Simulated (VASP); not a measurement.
Crystal: NiO.

```
CELL_PARAMETERS angstrom
0.00000 2.24095 2.24095
2.24095 0.00000 2.24095
2.24095 2.24095 0.00000
ATOMIC_POSITIONS crystal
Ni 0.00000 0.00000 0.00000
O 0.25000 0.25000 0.25000
```

Program: VASP 6.6.1. Alike in all runs: task single point; spin collinear, ferromagnetic start; cell as given; k mesh 12 × 12 × 12; cutoff (eV) 520; smearing gaussian 0.05 eV.

Question: Order these runs on this cell by their pressure, lowest first.
A. level LDA; potentials or basis VASP PAW LDA potentials, release 64 (Ni, O)
B. level PBEsol; potentials or basis VASP PAW PBE potentials, release 64 (Ni, O)
C. level PBE; potentials or basis VASP PAW PBE potentials, release 64 (Ni, O)
D. level r2SCAN; potentials or basis VASP PAW PBE potentials, release 64 (Ni, O)

Answer: A (-15.5 GPa), B (-8.1 GPa), D (-4.7 GPa), C (0.2 GPa).

Caveats: a cell with one magnetic atom can't hold antiferromagnetic order, which such compounds often take; the PAW data sets were made with another functional, which shifts forces and pressure a little (some runs).
